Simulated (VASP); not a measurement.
Input of a VASP 6.6.1 run:

INCAR

```
SYSTEM = SnH5
PREC = Accurate
ENCUT = 520
EDIFF = 1E-6
ISMEAR = 0
SIGMA = 0.1
LREAL = .False.
LASPH = .True.
NELM = 80
ALGO = Normal
ISIF = 2
LWAVE = .False.
LCHARG = .True.
GGA = PE
LELF = .True.
LVHAR = .True.
NBANDS = 18
```

File KPOINTS:

```
regular mesh
0
Gamma
  6 6 6
  0 0 0
```

Contents of POSCAR:

```
SnH5
1.0
    0.0000000000      2.7354005721      2.7354005721
    2.7354005721      0.0000000000      2.7354005721
    2.7354005721      2.7354005721      0.0000000000
Sn H
1 5
Direct
    0.0000000000      0.0000000000      0.0000000000
    0.2500000000      0.2500000000      0.2500000000
    0.5966415589      0.5966415589      0.5966415589
    0.2100753234      0.5966415589      0.5966415589
    0.5966415589      0.5966415589      0.2100753234
    0.5966415589      0.2100753234      0.5966415589
```

Potentials or basis: VASP PAW PBE potentials, release 64 (Sn_d, H).

Command:

```sh
$ cat potpaw_PBE.64/Sn_d/POTCAR potpaw_PBE.64/H/POTCAR > POTCAR
$ mpirun -np 1 vasp_std > vasp.out
```

Q: Estimate the largest force.

A: 0.004 eV/Å.

Q: What does it give for the pressure?

A: -0.2 GPa.

Forces in eV/Å, atoms in the order of the input:
```
Sn   0.000  0.000  0.000
H    0.000  0.000  0.000
H   -0.003 -0.003 -0.003
H   -0.003  0.003  0.003
H    0.003  0.003 -0.003
H    0.003 -0.003  0.003
```
